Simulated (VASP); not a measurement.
Wanted: the native input for a VASP 6.6.1 run.

```
Task                   : relaxation of cell and atoms
Functional             : RPBE
Potentials or basis    : VASP PAW PBE potentials, release 64 (Sn_d)
Cutoff                 : 600 eV
k mesh                 : 12 × 12 × 12
Occupations            : fermi-dirac, width 0.1 eV
Spin                   : no spin polarisation
Dipole correction      : no
Further INCAR settings : ALGO = Normal; EDIFF = 1e-07; IBRION = 2; EDIFFG = -0.01; NSW = 80; ISIF = 3
```

The structure of Sn lies in POSCAR:

```
Sn
1.0
   -1.9137253733      1.9137253733      1.9137253733
    1.9137253733     -1.9137253733      1.9137253733
    1.9137253733      1.9137253733     -1.9137253733
Sn
1
Direct
    0.0000000000      0.0000000000      0.0000000000
```

The input as run:

INCAR

```
PREC = Accurate
ENCUT = 600
EDIFF = 1E-7
ISMEAR = -1
SIGMA = 0.1
LREAL = F
LASPH = T
NELM = 60
ALGO = Normal
ISIF = 3
LWAVE = F
LCHARG = F
GGA = RP
IBRION = 2
NSW = 80
EDIFFG = -0.01
```

KPOINTS

```
regular mesh
0
Gamma
  12 12 12
```

Potentials or basis: VASP PAW PBE potentials, release 64 (Sn_d).

Launch:

```console
$ cat potpaw_PBE.64/Sn_d/POTCAR > POTCAR
$ mpirun -np 1 vasp_std > vasp.out
```

It gave:

```json
{"Relaxed volume": "28.42 Å³/atom", "Relaxed cell": "a = 3.330 Å, b = 3.330 Å, c = 3.330 Å, α = 109.47°, β = 109.47°, γ = 109.47°", "Space group after relaxing (to 0.05 Å)": "Im-3m (No. 229)", "Energy gained by relaxing": "0.7 meV/atom", "Ionic steps": "3", "Pressure after relaxing": "0.0 GPa", "Band gap on the k mesh": "zero (band 7 reaches 15.30 eV, above the bottom of band 8 at 5.35 eV)"}
```

Caveat: the PAW data sets were made with another functional, which shifts forces and pressure a little; spin-orbit coupling is left out, which moves the levels of the heavy elements.

Run time: 33 s on 1 thread of Intel(R) Xeon(R) 6975P-C (Granite Rapids) (shared host), peak memory 0.17 GiB.
